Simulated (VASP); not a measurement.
# B48N47 (a cell with a defect) in VASP: single point with PBEsol

Aim: the single point of B48N47 (a cell with a defect) with PBEsol.

Program: VASP 6.6.1. These are calculated values, not measurements. Logs are shortened: lines on timing, memory, paths and dates and some standing lists are left out, and cuts for length are marked.

## (1) The cell of the first run

The cell holds a defect, 95 atoms: a = 7.623 Å, b = 8.802 Å, c = 8.407 Å, α = 90.00°, β = 90.00°, γ = 90.00°.

## (2) Single point, PBEsol

INCAR

```
SYSTEM = B48N47
PREC = Accurate
ENCUT = 520
EDIFF = 1E-6
ISMEAR = -1
SIGMA = 0.05
LREAL = Auto
LASPH = .True.
NELM = 60
ALGO = Normal
ISIF = 2
LWAVE = .False.
LCHARG = .False.
GGA = PS
NBANDS = 242
NELECT = 376.0
ISYM = 0
```

KPOINTS

```
Automatic mesh
0
Gamma
  1 1 1
  0.25 0.25 0.25
```

POSCAR

```
B48N47
1.0
    7.6229900000      0.0000000000      0.0000000000
    0.0000000000      8.8022710000      0.0000000000
    0.0000000000      0.0000000000      8.4065820000
B N
48 47
Direct
    0.9997210000      0.1666000000      0.0014810000
    0.9997610000      0.1677480000      0.5023990000
    0.3329000000      0.1657790000      0.0009400000
    0.3324780000      0.1615250000      0.5030630000
    0.1657840000      0.4161510000      0.0005980000
    0.1656490000      0.4160320000      0.5033190000
    0.9997200000      0.6676710000      0.0001640000
    0.9996350000      0.6697590000      0.5029710000
    0.6665520000      0.1657570000      0.0009390000
    0.6670890000      0.1615040000      0.5029600000
    0.4997680000      0.4143570000      0.9928660000
    0.4998070000      0.3776800000      0.5130370000
    0.3310600000      0.6678640000      0.9927310000
    0.2947790000      0.6864800000      0.5131300000
    0.1656660000      0.9174710000      0.0007530000
    0.1625070000      0.9203950000      0.5029750000
    0.8336430000      0.4161600000      0.0005970000
    0.8337020000      0.4158980000      0.5033350000
    0.6684360000      0.6678980000      0.9927760000
    0.7041490000      0.6861590000      0.5130880000
    0.4997020000      0.9172910000      0.0004610000
    0.4996190000      0.9164380000      0.5032120000
    0.8337540000      0.9174680000      0.0007590000
    0.8368980000      0.9203190000      0.5029830000
    0.1662700000      0.0837150000      0.2500510000
    0.1653110000      0.0838370000      0.7524660000
    0.9996760000      0.3327040000      0.2507980000
    0.9996600000      0.3321900000      0.7520640000
    0.4996650000      0.0837450000      0.2502850000
    0.4996560000      0.0838960000      0.7524420000
    0.3320530000      0.3332130000      0.2485170000
    0.3294920000      0.3315030000      0.7519750000
    0.1657210000      0.5824660000      0.2480100000
    0.1638900000      0.5810370000      0.7519740000
    0.9996180000      0.8339150000      0.2495000000
    0.9996080000      0.8340940000      0.7526590000
    0.8330510000      0.0836710000      0.2500530000
    0.8339310000      0.0838160000      0.7524600000
    0.6673590000      0.3330980000      0.2485860000
    0.6698180000      0.3314750000      0.7519530000
    0.4997120000      0.5832460000      0.2021750000
    0.4996500000      0.5830570000      0.7423120000
    0.3333670000      0.8343410000      0.2483500000
    0.3331320000      0.8371440000      0.7520470000
    0.8336050000      0.5824810000      0.2479960000
    0.8353280000      0.5810390000      0.7519530000
    0.6659330000      0.8343110000      0.2482870000
    0.6661440000      0.8371370000      0.7520590000
    0.9997220000      0.1666630000      0.1886420000
    0.9997000000      0.1669280000      0.6885790000
    0.3333310000      0.1672290000      0.1882860000
    0.3325390000      0.1660280000      0.6884030000
    0.1664680000      0.4167890000      0.1884170000
    0.1660830000      0.4163590000      0.6882930000
    0.9997260000      0.6665840000      0.1877270000
    0.9996530000      0.6664870000      0.6879730000
    0.6661130000      0.1672030000      0.1882700000
    0.6668890000      0.1660040000      0.6884120000
    0.4997570000      0.4173920000      0.1869710000
    0.4997800000      0.4139370000      0.6845340000
    0.3336060000      0.6663300000      0.1871100000
    0.3306110000      0.6679480000      0.6842480000
    0.1667790000      0.9163640000      0.1881230000
    0.1658270000      0.9173870000      0.6883000000
    0.8330050000      0.4167700000      0.1884380000
    0.8333730000      0.4163430000      0.6882720000
    0.6658670000      0.6664270000      0.1868000000
    0.6687530000      0.6678550000      0.6843930000
    0.4997090000      0.9166560000      0.1881900000
    0.4996650000      0.9171080000      0.6882950000
    0.8326200000      0.9163770000      0.1880880000
    0.8335220000      0.9173800000      0.6883120000
    0.1664660000      0.0838830000      0.4380660000
    0.1661870000      0.0834350000      0.9385450000
    0.9996840000      0.3343760000      0.4386210000
    0.9996650000      0.3334580000      0.9383870000
    0.4996440000      0.0815960000      0.4386270000
    0.4996410000      0.0831690000      0.9383490000
    0.3343460000      0.3360650000      0.4368810000
    0.3326020000      0.3329960000      0.9371980000
    0.1684790000      0.5834270000      0.4368510000
    0.1659520000      0.5832400000      0.9370480000
    0.9995670000      0.8342830000      0.4384830000
    0.9996440000      0.8335060000      0.9381930000
    0.8328880000      0.0837130000      0.4380520000
    0.8331150000      0.0834290000      0.9385470000
    0.6651440000      0.3354760000      0.4369360000
    0.6667430000      0.3329770000      0.9372000000
    0.4996760000      0.5833360000      0.9305090000
    0.3349030000      0.8310670000      0.4368530000
    0.3328510000      0.8337720000      0.9370890000
    0.8304410000      0.5833500000      0.4368630000
    0.8333500000      0.5832370000      0.9370130000
    0.6642240000      0.8309330000      0.4368460000
    0.6664180000      0.8338150000      0.9370520000
```

Potentials or basis: VASP PAW PBE potentials, release 64 (B, N).

On the command line:

```sh
> cat potpaw_PBE.64/B/POTCAR potpaw_PBE.64/N/POTCAR > POTCAR
> mpirun -np 1 vasp_std > vasp.out
```

OUTCAR:

```text
SYSTEM = B48N47
   PREC = Accurate
   ENCUT = 520
   EDIFF = 1E-6
   ISMEAR = -1
   LREAL = Auto
   LASPH = .True.
   NELM = 60
   ISIF = 2
   GGA = PS
   NELECT = 376.0
   ISYM = 0

 ion  position               nearest neighbor table
   1  1.000  0.167  0.001-  74 1.56  86 1.56  76 1.56  49 1.57
   2  1.000  0.168  0.502-  75 1.56  50 1.57  73 1.57  85 1.57
   3  0.333  0.166  0.001-  74 1.55  78 1.56  80 1.57  51 1.57
   4  0.332  0.162  0.503-  73 1.54  77 1.55  52 1.56  79 1.63
   5  0.166  0.416  0.001-  76 1.55  80 1.56  82 1.56  53 1.58
   6  0.166  0.416  0.503-  75 1.55  54 1.56  79 1.57  81 1.58
   7  1.000  0.668  0.000-  84 1.55  82 1.56  93 1.56  55 1.58
   8  1.000  0.670  0.503-  83 1.55  56 1.56  81 1.59  92 1.60
   9  0.667  0.166  0.001-  86 1.55  78 1.56  88 1.57  57 1.57
  10  0.667  0.162  0.503-  85 1.54  77 1.55  58 1.56  87 1.63
  11  0.500  0.414  0.993-  88 1.53  80 1.53  89 1.58  59 1.63
  12  0.500  0.378  0.513-  79 1.46  87 1.46  60 1.48
  13  0.331  0.668  0.993-  91 1.53  82 1.54  89 1.57  61 1.63
  14  0.295  0.686  0.513-  90 1.46  81 1.47  62 1.47
  15  0.166  0.917  0.001-  74 1.55  84 1.56  91 1.57  63 1.58
  16  0.163  0.920  0.503-  73 1.54  83 1.55  64 1.56  90 1.63
  17  0.834  0.416  0.001-  76 1.55  88 1.56  93 1.56  65 1.58
[... 76 lines left out ...]
  94  0.664  0.831  0.437-  20 1.46  22 1.57  47 1.59  24 1.63
  95  0.666  0.834  0.937-  19 1.53  48 1.56  21 1.56  23 1.57

IMPORTANT INFORMATION: All symmetrisations will be switched off!
NOSYMM: (Re-)initialisation of all symmetry stuff for point group C_1.

----------------------------------------------------------------------------------------

                                     Primitive cell

  volume of cell :     564.0785

  direct lattice vectors                    reciprocal lattice vectors
     7.622990000  0.000000000  0.000000000     0.131182121  0.000000000  0.000000000
     0.000000000  8.802271000  0.000000000     0.000000000  0.113607045  0.000000000
     0.000000000  0.000000000  8.406582000     0.000000000  0.000000000  0.118954410

  length of vectors
     7.622990000  8.802271000  8.406582000     0.131182121  0.113607045  0.118954410

  position of ions in fractional coordinates (direct lattice)
     0.999721000  0.166600000  0.001481000
     0.999761000  0.167748000  0.502399000
     0.332900000  0.165779000  0.000940000
     0.332478000  0.161525000  0.503063000
     0.165784000  0.416151000  0.000598000
     0.165649000  0.416032000  0.503319000
[... 87 lines left out ...]
     0.664224000  0.830933000  0.436846000
     0.666418000  0.833815000  0.937052000

  ion indices of the primitive-cell ions
   primitive index   ion index
                 1           1
                 2           2
[... 152 lines left out ...]
   POTIM  = 0.5000    time-step for ionic-motion
   TEBEG  =    0.0;   TEEND  =   0.0 temperature during run
   PSTRESS=    0.0 pullay stress
   NELECT =     376.0000    total number of electrons
   NUPDOWN=      -1.0000    fix difference up-down
   EMIN   =  10.00;   EMAX   =-10.00  energy-range for DOS
   EFERMI =   0.00;   METHOD = LEGACY
   ISMEAR =    -1;   SIGMA  =   0.05  broadening in eV -4-tet -1-fermi 0-gaus
   EFERMI_NEDOS =   21; number of points for ismear=-14 and -15
   IALGO  =     38    algorithm
   IMIX   =      4    mixing-type and parameters
     AMIX     =   0.40;   BMIX     =  1.00
     AMIX_MAG =   1.60;   BMIX_MAG =  1.00
  volume/ion in A,a.u.               =       5.94        40.07
  Fermi-wavevector in a.u.,A,eV,Ry     =   1.430071  2.702442 27.825316  2.045103
  Thomas-Fermi vector in A             =   2.549956
   LORBIT       =      0    0 simple, 1 ext, 2 COOP (PROOUT), +10 PAW based schemes
   GGA     = PS    functional components
   LHFCALC =     F    Hartree Fock is set to
   AEXX    =    0.0000 exact exchange contribution
   IVDW    =     0    specifies the selected vdW correction
   LEPSILON=     F    determine dielectric tensor
   LRPA    =     F    only Hartree local field effects (RPA)
 non-spin polarized calculation
  energy-cutoff  :      520.00
  volume of cell :      564.08
 maximum number of plane-waves:     15183
 NGX is ok and might be reduce to    60
   NGX = 29   NGY = 33   NGZ = 31

 number of electron     375.9999976 magnetization

 Free energy of the ion-electron system (eV)
  ---------------------------------------------------
  ext. energy  EPLUGINS =         0.00000000
  ---------------------------------------------------
  free energy    TOTEN  =      -889.73020846 eV

  energy without entropy =     -889.73020842  energy(sigma->0) =     -889.73020844

 E-fermi :   7.9901     XC(G=0): -12.8953

 val. band max:        7.0729387689   @ k =   0.2500  -0.2500  -0.2500
 cond. band min:       8.9124317518   @ k =   0.2500  -0.2500  -0.2500
 fundamental gap:      1.8394929829
 Fermi energy:         7.9901344154

 k-point     1 :       0.2500    0.2500    0.2500
  band No.  band energies     occupation
      1     -12.7476      2.00000
      2     -12.1008      2.00000
      3     -12.0269      2.00000
      4     -11.8280      2.00000
      5     -11.3243      2.00000
      6     -11.2230      2.00000
[... 801 lines left out ...]
    199      14.4966      0.00000
    200      14.5822      0.00000
 [bands above 200 left out]

------------------------ aborting loop because EDIFF is reached ----------------------------------------

  FORCE on cell =-STRESS in cart. coord.  units (eV):
  Direction    XX          YY          ZZ          XY          YZ          ZX
  --------------------------------------------------------------------------------------
  -------------------------------------------------------------------------------------
  Total      -24.0860124    -24.7278499    -24.9447397     -0.2025976     -0.1851755     -0.0354880
  in kB      -68.4125768    -70.2356165    -70.8516584     -0.5754470     -0.5259621     -0.1007980
  external PRESSURE =     -69.8332839 kB  Pullay stress =       0.0000000 kB

 VOLUME and BASIS-vectors are now :
 -----------------------------------------------------------------------------
  energy-cutoff  :      520.00
  volume of cell :      564.08
      direct lattice vectors                 reciprocal lattice vectors
     7.622990000  0.000000000  0.000000000     0.131182121  0.000000000  0.000000000
     0.000000000  8.802271000  0.000000000     0.000000000  0.113607045  0.000000000
     0.000000000  0.000000000  8.406582000     0.000000000  0.000000000  0.118954410

 POSITION                                       TOTAL-FORCE (eV/Angst)
 -----------------------------------------------------------------------------------
      7.62086      1.46646      0.01245        -0.011294     -0.003244     -0.006267
      7.62117      1.47656      4.22346        -0.017927     -0.021754      0.006234
      2.53769      1.45923      0.00790        -0.011607     -0.001967     -0.001014
      2.53448      1.42179      4.22904        -0.020016      0.005348     -0.006553
      1.26377      3.66307      0.00503        -0.004545      0.001614     -0.007315
      1.26274      3.66203      4.23119         0.004845     -0.001786     -0.008085
[... 87 lines left out ...]
      5.06337      7.31410      3.67238        -0.000328      0.005439     -0.008236
      5.08010      7.33947      7.87740         0.012182      0.003422      0.013880
 -----------------------------------------------------------------------------------
    total drift:                                0.001561      0.004421     -0.004304

  FREE ENERGIE OF THE ION-ELECTRON SYSTEM (eV)
  ---------------------------------------------------
  free  energy   TOTEN  =      -889.7302084579 eV

  energy  without entropy=     -889.7302084209  energy(sigma->0) =     -889.73020844
```

It took 21 min on 1 thread of Intel Xeon Platinum 8375C at 2.90GHz (Ice Lake), shared host; peak memory 0.77 GiB.

Results:

```yaml
Free_energy: -889.7302 eV
Largest_force: 0.054 eV/Å
```

Forces in eV/Å, atoms in the order of the input:
```
B   -0.011 -0.003 -0.006
B   -0.018 -0.022  0.006
B   -0.012 -0.002 -0.001
B   -0.020  0.005 -0.007
B   -0.005  0.002 -0.007
B    0.005 -0.002 -0.008
B   -0.013  0.004  0.000
B   -0.019 -0.004  0.000
B   -0.011  0.000 -0.001
B   -0.012 -0.020  0.017
B   -0.016 -0.002  0.005
B   -0.020  0.019  0.003
B   -0.015  0.001  0.011
B    0.016 -0.043 -0.017
B   -0.008 -0.008  0.000
B   -0.008 -0.003  0.009
B   -0.011 -0.002 -0.008
B   -0.005  0.000 -0.014
B   -0.013  0.005 -0.008
B   -0.004  0.024  0.001
B   -0.010 -0.005 -0.011
B    0.005 -0.014  0.000
B   -0.015 -0.004 -0.007
B   -0.024 -0.006  0.013
B    0.011  0.008 -0.002
B    0.010  0.004  0.002
B    0.011 -0.009  0.006
B    0.008 -0.006  0.009
B    0.006  0.004 -0.009
B    0.008  0.003  0.001
B    0.013 -0.004  0.016
B    0.015 -0.002 -0.001
B    0.011 -0.001  0.006
B    0.018 -0.001  0.000
B    0.014  0.005 -0.012
B    0.010  0.002 -0.002
B    0.012  0.009 -0.003
B    0.014  0.009  0.004
B    0.000  0.002 -0.001
B    0.012  0.000  0.008
B    0.008  0.001  0.014
B    0.006  0.000 -0.001
B    0.007 -0.006 -0.004
B    0.010 -0.003  0.002
B   -0.006 -0.004  0.000
B    0.007 -0.007  0.006
B    0.007  0.001  0.006
B    0.002 -0.006 -0.003
N   -0.011 -0.001  0.001
N   -0.009 -0.002 -0.005
N   -0.008  0.001  0.003
N   -0.007 -0.003  0.005
N   -0.017 -0.003 -0.003
N   -0.011  0.007 -0.007
N   -0.013  0.000  0.010
N   -0.006  0.007 -0.001
N   -0.007 -0.005  0.003
N   -0.012 -0.005 -0.002
N   -0.001 -0.018  0.005
N   -0.014  0.020  0.011
N   -0.015  0.019 -0.021
N   -0.002 -0.017  0.030
N   -0.009  0.004 -0.001
N   -0.009  0.002  0.004
N   -0.008  0.001 -0.002
N   -0.015  0.002 -0.002
N   -0.002 -0.007  0.019
N   -0.021  0.003 -0.005
N   -0.013  0.001  0.003
N   -0.004 -0.002 -0.008
N   -0.009 -0.003  0.004
N   -0.006 -0.004 -0.002
N    0.014  0.008 -0.003
N    0.012  0.003 -0.001
N    0.005  0.011 -0.006
N    0.008 -0.001  0.004
N    0.013  0.006  0.003
N    0.012  0.003 -0.003
N   -0.015 -0.034 -0.016
N    0.005  0.000  0.000
N    0.004  0.011  0.009
N    0.011 -0.005  0.001
N    0.021 -0.004 -0.004
N    0.010 -0.001 -0.001
N    0.013  0.026 -0.004
N    0.012  0.003 -0.001
N    0.023  0.044 -0.022
N    0.017 -0.002 -0.003
N    0.004 -0.002  0.001
N    0.011  0.020 -0.010
N    0.013  0.009  0.008
N    0.035 -0.014 -0.014
N    0.017 -0.007  0.006
N    0.000  0.005 -0.008
N    0.012  0.003  0.014
```

Caveat: the k points lie up to 0.82 Å⁻¹ apart; the cell carries a net charge on a neutralising background, which shifts energy and pressure; the cell is charged against a uniform background, so pressure and absolute levels hang on convention; the PAW data sets were made with another functional, which shifts forces and pressure a little.
